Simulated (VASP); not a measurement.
# Li4NbO4 (Cm) in VASP: a series of runs, part 2 of 2

VASP 6.6.1. The steps go on from the part before.

## Step 4: Single point, PBEsol (atom 1 (Li) moved by +0.608 Å along [1 0 0] and -0.203 Å along [0 1 0])

The input, INCAR:

```
SYSTEM = Li4NbO4
ALGO = Normal ; EDIFF = 1E-7
ENCUT = 520 ; GGA = PS
ISIF = 2 ; ISMEAR = 0
LASPH = .True. ; LCHARG = .False.
LREAL = .False. ; LWAVE = .False.
NBANDS = 34 ; NELM = 80
PREC = Accurate ; SIGMA = 0.05
```

The input, KPOINTS:

```
k-points
0
Gamma
  10 10 10
  0 0 0
```

The input, POSCAR:

```
Li4NbO4
1.0
   -3.8119495391      3.8119495391      1.6301049253
    3.8119495391     -3.8119495391      1.6301049253
    3.8119495391      3.8119495391     -1.6301049253
Li Nb O
4 1 4
Direct
    0.3607161967      0.2370116581      0.5977278549
    0.8426719780      0.3341549847      0.1768269627
    0.1573280220      0.6658450153      0.8231730373
    0.6658450153      0.8426719780      0.5085169933
    0.0000000000      0.0000000000      0.0000000000
    0.7589255465      0.0797104317      0.8386359782
    0.9202895683      0.7589255465      0.6792151148
    0.0797104317      0.2410744535      0.3207848852
    0.2410744535      0.9202895683      0.1613640218
```

Potentials or basis: VASP PAW PBE potentials, release 64 (Li_sv, Nb_sv, O).

Started as:

```bash
cat potpaw_PBE.64/Li_sv/POTCAR potpaw_PBE.64/Nb_sv/POTCAR potpaw_PBE.64/O/POTCAR > POTCAR
mpirun -np 1 vasp_std > vasp.out
```

OUTCAR:

```text
SYSTEM = Li4NbO4
   EDIFF = 1E-7
   ENCUT = 520
   GGA = PS
   ISIF = 2
   ISMEAR = 0
   LASPH = .True.
   LREAL = .False.
   NELM = 80
   PREC = Accurate

 ion  position               nearest neighbor table
   1  0.361  0.237  0.598-   7 1.70   7 1.70   8 2.14   4 2.35   4 2.35   5 2.79   5 2.79
   2  0.843  0.334  0.177-   9 1.92   9 1.92   8 1.94   6 2.04   3 2.51   3 2.51   5 2.82
   3  0.157  0.666  0.823-   6 1.92   6 1.92   7 1.94   9 2.04   2 2.51   2 2.51   5 2.82
   4  0.666  0.843  0.509-   8 1.92   8 1.92   6 1.94   7 2.04   1 2.35   1 2.35   5 2.82
   5  0.000  0.000  0.000-   7 1.94   8 1.94   6 1.94   9 1.94   1 2.79   1 2.79   4 2.82   2 2.82
                             3 2.82
   6  0.759  0.080  0.839-   3 1.92   3 1.92   5 1.94   4 1.94   2 2.04
   7  0.920  0.759  0.679-   1 1.70   1 1.70   5 1.94   3 1.94   4 2.04
   8  0.080  0.241  0.321-   4 1.92   4 1.92   5 1.94   2 1.94   1 2.14
   9  0.241  0.920  0.161-   2 1.92   2 1.92   5 1.94   3 2.04

  LATTYP: Found a body centered tetragonal cell.
 ALAT       =     7.6238990782
 C/A-ratio  =     0.4276302476

  Lattice vectors:

 A1 = (  -3.8119495391,   3.8119495391,   1.6301049253)
 A2 = (   3.8119495391,  -3.8119495391,   1.6301049253)
 A3 = (   3.8119495391,   3.8119495391,  -1.6301049253)

Analysis of symmetry for initial positions (statically):
=====================================================================
 Subroutine PRICEL returns:
 Original cell was already a primitive cell.

 Routine SETGRP: Setting up the symmetry group for a
 body centered tetragonal supercell.

 Subroutine GETGRP returns: Found  2 space group operations
 (whereof  2 operations were pure point group operations)
 out of a pool of 16 trial point group operations.

The static configuration has the point symmetry C_1h.

Analysis of symmetry for dynamics (positions and initial velocities):
=====================================================================
 Subroutine PRICEL returns:
 Original cell was already a primitive cell.

 Routine SETGRP: Setting up the symmetry group for a
[... 148 lines left out ...]
   IVDW    =     0    specifies the selected vdW correction
   LEPSILON=     F    determine dielectric tensor
   LRPA    =     F    only Hartree local field effects (RPA)
 non-spin polarized calculation
 Gauss-broadening in eV      SIGMA  =   0.05
  energy-cutoff  :      520.00
  volume of cell :       94.75
 maximum number of plane-waves:      2570
 NGX is ok and might be reduce to    42
   NGX = 21   NGY = 21   NGZ = 21

 number of electron      49.0000000 magnetization

 Free energy of the ion-electron system (eV)
  ---------------------------------------------------
  ext. energy  EPLUGINS =         0.00000000
  ---------------------------------------------------
  free energy    TOTEN  =       -58.46624357 eV

  energy without entropy =      -58.46624357  energy(sigma->0) =      -58.46624357

 E-fermi :   3.1843     XC(G=0):  -9.9708

 val. band max:        2.8660732319   @ k =  -0.1000  -0.1000   0.1000
 cond. band min:       4.0977048605   @ k =  -0.3000  -0.4000   0.3000
 fundamental gap:      1.2316316286
 Fermi energy:         3.1842707269

 k-point     1 :       0.0000    0.0000    0.0000
  band No.  band energies     occupation
      1     -51.9469      2.00000
      2     -40.0766      2.00000
      3     -39.9641      2.00000
      4     -39.9046      2.00000
      5     -39.5924      2.00000
      6     -28.3084      2.00000
[... 877 lines left out ...]
     33      12.2920      0.00000
     34      12.9455      0.00000

 [... further k-points ...]

------------------------ aborting loop because EDIFF is reached ----------------------------------------

  FORCE on cell =-STRESS in cart. coord.  units (eV):
  Direction    XX          YY          ZZ          XY          YZ          ZX
  --------------------------------------------------------------------------------------
  -------------------------------------------------------------------------------------
  Total        1.2536538     -0.5684057      4.5449975      0.5105354      0.0000000      0.0000000
  in kB       21.1991460     -9.6116763     76.8554005      8.6330963      0.0000000      0.0000000
  external PRESSURE =      29.4809567 kB  Pullay stress =       0.0000000 kB

 VOLUME and BASIS-vectors are now :
 -----------------------------------------------------------------------------
  energy-cutoff  :      520.00
  volume of cell :       94.75
      direct lattice vectors                 reciprocal lattice vectors
    -3.811949539  3.811949539  1.630104925     0.000000000  0.131166479  0.306728722
     3.811949539 -3.811949539  1.630104925     0.131166479  0.000000000  0.306728722
     3.811949539  3.811949539 -1.630104925     0.131166479  0.131166479  0.000000000

 POSITION                                       TOTAL-FORCE (eV/Angst)
 -----------------------------------------------------------------------------------
      1.80695      2.75006     -0.00000        -1.860237     -1.218140      0.000000
     -1.26439      2.61250      1.63010         0.321665      0.018439     -0.000000
      5.07634      1.19945      0.00000        -0.021928      0.044182     -0.000000
      2.61250      1.26439      1.63010        -0.054980     -0.496875     -0.000000
      0.00000      0.00000      0.00000         1.220521      2.043862     -0.000000
      0.60770      5.78597      0.00000        -0.159569     -0.122195     -0.000000
      1.97402      3.20425      1.63010         0.518026      0.477460     -0.000000
      1.83793      0.60770      0.00000         0.140216      0.053828     -0.000000
      3.20425     -1.97402      1.63010        -0.103713     -0.800561     -0.000000
 -----------------------------------------------------------------------------------
    total drift:                               -0.000159     -0.000554     -0.000003

  FREE ENERGIE OF THE ION-ELECTRON SYSTEM (eV)
  ---------------------------------------------------
  free  energy   TOTEN  =       -58.4662435726 eV

  energy  without entropy=      -58.4662435726  energy(sigma->0) =      -58.46624357
```

stdout:

```text
POSCAR found type information on POSCAR LiNbO
 POSCAR found :  3 types and       9 ions
 scaLAPACK will be used
 -----------------------------------------------------------------------------
|                                                                             |
|                                                                             |
|     You enforced a specific xc type in the INCAR file but a different       |
|     I HOPE YOU KNOW WHAT YOU ARE DOING!                                     |
|                                                                             |
 -----------------------------------------------------------------------------

 LDA part: xc-table for (Slater+PW92), standard interpolation
 POSCAR, INCAR and KPOINTS ok, starting setup
 FFT: planning ... GRIDC
 FFT: planning ... GRID_SOFT
 FFT: planning ... GRID
 WAVECAR not read
 entering main loop
```

It took 38 min on 1 thread of Oxide Virtual Turin-like, shared host; peak memory 0.77 GiB.

Results:

| Quantity | Value |
| --- | --- |
| Free energy | -58.4662 eV |
| Largest force | 2.381 eV/Å |
| Band gap on the k mesh | zero (an odd number of electrons rules out a gap without spin polarisation) |

Forces in eV/Å, atoms in the order of the input:
```
Li  -1.860 -1.218  0.000
Li   0.322  0.018  0.000
Li  -0.022  0.044  0.000
Li  -0.055 -0.497  0.000
Nb   1.221  2.044  0.000
O   -0.160 -0.122  0.000
O    0.518  0.477  0.000
O    0.140  0.054  0.000
O   -0.104 -0.801  0.000
```

Levels at points of the mesh, in eV from the Fermi level:
```tsv
k point	band 23	band 24	band 25	band 26	band 27	band 28
(0.00, 0.00, 0.00)	-1.74	-1.37	-1.25	3.00	3.19	3.49
(0.50, 0.00, 0.00)	-1.69	-1.43	1.91	2.14	3.70	4.52
(0.50, 0.00, 0.50)	-1.69	-1.42	1.87	2.18	3.70	4.52
(0.50, 0.50, 0.00)	-1.94	-1.65	-1.35	2.99	3.21	3.54
(0.00, 0.00, 0.50)	-1.74	-1.70	-1.32	3.02	3.18	3.57
(0.50, 0.50, 0.50)	-1.94	-1.69	-1.12	3.03	3.22	3.23
```

Caveat: the cell differs from its parent crystal (atom 1 (Li) moved by +0.608 Å along [1 0 0] and -0.203 Å along [0 1 0]); the cutoff is under 1.25 times the usual one of these potentials, so pressure, stress and relaxed cells hold a basis-set (Pulay) error; the PAW data sets were made with another functional, which shifts forces and pressure a little; an odd number of electrons without spin polarisation forces a metal; a magnetic or distorted state may lie lower.

## Step 5: Single point, PBEsol (atom 1 (Li) moved by -0.608 Å along [1 0 0] and +0.000 Å along [0 1 0])

The input, INCAR:

```
PREC = Accurate
ENCUT = 520
EDIFF = 1E-7
ISMEAR = 0
SIGMA = 0.05
LREAL = False
LASPH = True
NELM = 80
ALGO = Normal
ISIF = 2
LWAVE = False
LCHARG = False
GGA = PS
NBANDS = 34
```

The input, KPOINTS:

```
regular mesh
0
Gamma
  10 10 10
```

POSCAR, as its differences from that of step 4:

```diff
@@ -8,3 +8,3 @@
 Direct
-    0.3607161967      0.2370116581      0.5977278549
+    0.3341549847      0.0776443859      0.4117993706
     0.8426719780      0.3341549847      0.1768269627
```

Started as:

```bash
cat potpaw_PBE.64/Li_sv/POTCAR potpaw_PBE.64/Nb_sv/POTCAR potpaw_PBE.64/O/POTCAR > POTCAR
mpirun -np 1 vasp_std > vasp.out
```

Run time: 37 min. Hardware: 1 thread of Oxide Virtual Turin-like, shared host; peak memory 0.77 GiB.

The run converged. Its results:

- Free energy: -57.4223 eV
- Largest force: 9.828 eV/Å
- Band gap on the k mesh: zero (an odd number of electrons rules out a gap without spin polarisation)

Forces in eV/Å, atoms in the order of the input:
```
Li   8.754  4.466  0.000
Li  -0.593 -0.031  0.000
Li   0.024 -0.101  0.000
Li  -0.335  0.479  0.000
Nb  -0.479 -1.552  0.000
O    0.059  0.098  0.000
O   -0.119  0.200  0.000
O   -0.204 -0.238  0.000
O   -7.106 -3.321  0.000
```

Levels at points of the mesh, in eV from the Fermi level:
```csv
k point,band 23,band 24,band 25,band 26,band 27,band 28
"(0.00, 0.00, 0.00)",-1.80,-1.74,-1.63,2.74,3.04,3.19
"(0.50, 0.00, 0.00)",-1.98,-1.92,1.63,1.96,3.38,4.26
"(0.50, 0.00, 0.50)",-2.00,-1.91,1.69,1.88,3.40,4.25
"(0.50, 0.50, 0.00)",-1.97,-1.69,-1.68,2.74,3.04,3.27
"(0.00, 0.00, 0.50)",-1.97,-1.96,-1.90,2.73,3.04,3.23
"(0.50, 0.50, 0.50)",-2.01,-1.88,-1.55,2.64,2.76,3.05
```

Caveat: the cell differs from its parent crystal (atom 1 (Li) moved by -0.608 Å along [1 0 0] and +0.000 Å along [0 1 0]); the cutoff is under 1.25 times the usual one of these potentials, so pressure, stress and relaxed cells hold a basis-set (Pulay) error; the PAW data sets were made with another functional, which shifts forces and pressure a little; an odd number of electrons without spin polarisation forces a metal; a magnetic or distorted state may lie lower.

## Step 6: Single point, PBEsol (atom 1 (Li) moved by -0.608 Å along [1 0 0] and +0.405 Å along [0 1 0])

The input, INCAR:

```
PREC     = Accurate       # precision mode
ENCUT    = 520            # plane-wave cutoff, eV
EDIFF    = 1E-6           # SCF threshold, eV
ISMEAR   = 0              # smearing method
SIGMA    = 0.05           # smearing width, eV
LREAL    = F              # projectors in reciprocal space
LASPH    = T              # aspherical terms in the spheres
NELM     = 60             # most SCF steps
ALGO     = Normal         # electronic algorithm
ISIF     = 2              # what is computed and relaxed
LWAVE    = F              # write WAVECAR
LCHARG   = F              # write CHGCAR
GGA      = PS             # functional
NBANDS   = 34             # bands
```

The input, KPOINTS:

```
Automatic mesh
0
Gamma
  10 10 10
```

POSCAR, as its differences from that of step 5:

```diff
@@ -8,3 +8,3 @@
 Direct
-    0.3341549847      0.0776443859      0.4117993706
+    0.2810325606      0.0776443859      0.3586769465
     0.8426719780      0.3341549847      0.1768269627
```

Potentials or basis: VASP PAW PBE potentials, release 64 (Li_sv, Nb_sv, O).

Started as:

```bash
cat potpaw_PBE.64/Li_sv/POTCAR potpaw_PBE.64/Nb_sv/POTCAR potpaw_PBE.64/O/POTCAR > POTCAR
mpirun -np 1 vasp_std > vasp.out
```

Wall time 27 min (1 thread of Oxide Virtual Turin-like, shared host); peak memory 0.77 GiB.

It converged, with:

- Free energy: -54.8860 eV
- Largest force: 21.850 eV/Å
- Band gap on the k mesh: zero (an odd number of electrons rules out a gap without spin polarisation)

Forces on the atoms (eV/Å):
```
Li   20.535   7.468   0.000
Li   -0.417   0.089   0.000
Li   -0.062  -0.315   0.000
Li   -0.084   0.453   0.000
Nb   -1.929  -4.052   0.000
O     0.109   0.396   0.000
O     0.424   0.097   0.000
O    -0.504   0.134   0.000
O   -18.071  -4.269   0.000
```

Levels at points of the mesh, in eV from the Fermi level:
```tsv
k point	band 22	band 23	band 24	band 25	band 26	band 27	band 28	band 29
(0.00, 0.00, 0.00)	-1.81	-1.66	-1.41	-1.41	2.84	3.18	3.20	4.13
(0.50, 0.00, 0.00)	-2.16	-1.69	-1.66	1.74	2.10	3.37	4.42	5.00
(0.50, 0.00, 0.50)	-2.27	-1.74	-1.67	1.79	2.02	3.39	4.42	5.01
(0.50, 0.50, 0.00)	-1.88	-1.76	-1.49	-1.37	2.84	3.20	3.29	4.81
(0.00, 0.00, 0.50)	-1.97	-1.86	-1.65	-1.61	2.84	3.18	3.20	4.60
(0.50, 0.50, 0.50)	-1.98	-1.84	-1.55	-1.39	2.84	2.86	3.22	4.64
```

Caveat: the cell differs from its parent crystal (atom 1 (Li) moved by -0.608 Å along [1 0 0] and +0.405 Å along [0 1 0]); the cutoff is under 1.25 times the usual one of these potentials, so pressure, stress and relaxed cells hold a basis-set (Pulay) error; atoms lie so close that the PAW spheres overlap strongly, which falsifies energies and pressures; the PAW data sets were made with another functional, which shifts forces and pressure a little; an odd number of electrons without spin polarisation forces a metal; a magnetic or distorted state may lie lower.

## Step 7: Overview

| cell | gap on the mesh (eV) | largest force (eV/Å) |
| --- | --- | --- |
| as given, atomic positions A | none | 3.42 |
| as given, atomic positions B | none | 1.48 |
| as given, atomic positions C | none | 2.38 |
| as given, atomic positions D | none | 9.83 |
| as given, atomic positions E | none | 21.85 |

Alike in all rows: task single point; level PBEsol; potentials or basis VASP PAW PBE potentials, release 64 (Li_sv, Nb_sv, O); no spin polarisation; k mesh 10 × 10 × 10; cutoff (eV) 520; smearing gaussian 0.05 eV.

Caveats: the cutoff is under 1.25 times the usual one of these potentials, so pressure, stress and relaxed cells hold a basis-set (Pulay) error; the PAW data sets were made with another functional, which shifts forces and pressure a little; an odd number of electrons without spin polarisation forces a metal; a magnetic or distorted state may lie lower; atoms lie so close that the PAW spheres overlap strongly, which falsifies energies and pressures (at least some runs).

Total energies depend on the potentials used, so only differences within one code and one set of settings carry meaning.

The gap in the log of VASP goes by the Fermi energy; the results here count the filled bands.